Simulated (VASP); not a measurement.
**AlNi3: single point with LDA**

Crystal: AlNi3.

```
Ni Al
1.0
     0.00000    2.82044    2.82044
     2.82044    0.00000    2.82044
     2.82044    2.82044    0.00000
Ni Al
3 1
Direct
  0.75000 0.75000 0.75000
  0.00000 0.00000 0.00000
  0.25000 0.25000 0.25000
  0.50000 0.50000 0.50000
```

```json
{
 "Program": "VASP 6.6.1",
 "Task": "single point",
 "Functional": "LDA",
 "Potentials or basis": "VASP PAW LDA potentials, release 64 (Ni, Al)",
 "Cutoff": "520 eV",
 "k mesh": "8 × 8 × 8",
 "Occupations": "fermi-dirac, width 0.05 eV",
 "Spin": "collinear spin, ferromagnetic start",
 "Starting moments": "[1.0, 1.0, 1.0, 0.0] μB"
}
```

```json
{
  "Pressure": "-10.6 GPa",
  "Net moment": "0.00 μB per cell",
  "Valence electrons inside the program's atomic spheres": "Ni 9.44, 9.39; Al 0.82"
}
```

Levels at points of the mesh, in eV from the Fermi level:
Spin up:
```tsv
k point	band 12	band 13	band 14	band 15	band 16	band 17	band 18	band 19	band 20	band 21
(0.00, 0.00, 0.00)	-0.87	-0.54	-0.54	-0.49	-0.49	5.45	5.45	5.45	5.85	5.85
(0.50, 0.00, 0.00)	-1.67	-0.62	-0.62	-0.46	-0.46	-0.14	4.34	4.34	4.75	4.75
(0.50, 0.50, 0.00)	-1.09	-1.03	-0.73	-0.57	-0.35	-0.34	-0.34	-0.04	4.19	4.57
```
Spin down:
```csv
k point,band 12,band 13,band 14,band 15,band 16,band 17,band 18,band 19,band 20,band 21
"(0.00, 0.00, 0.00)",-0.87,-0.54,-0.54,-0.49,-0.49,5.45,5.45,5.45,5.85,5.85
"(0.50, 0.00, 0.00)",-1.67,-0.62,-0.62,-0.46,-0.46,-0.14,4.34,4.34,4.75,4.75
"(0.50, 0.50, 0.00)",-1.09,-1.03,-0.73,-0.57,-0.35,-0.34,-0.34,-0.04,4.19,4.57
```

Wall time 48 s on 1 thread of Intel(R) Xeon(R) 6975P-C (Granite Rapids) (shared host), peak memory 0.19 GiB.
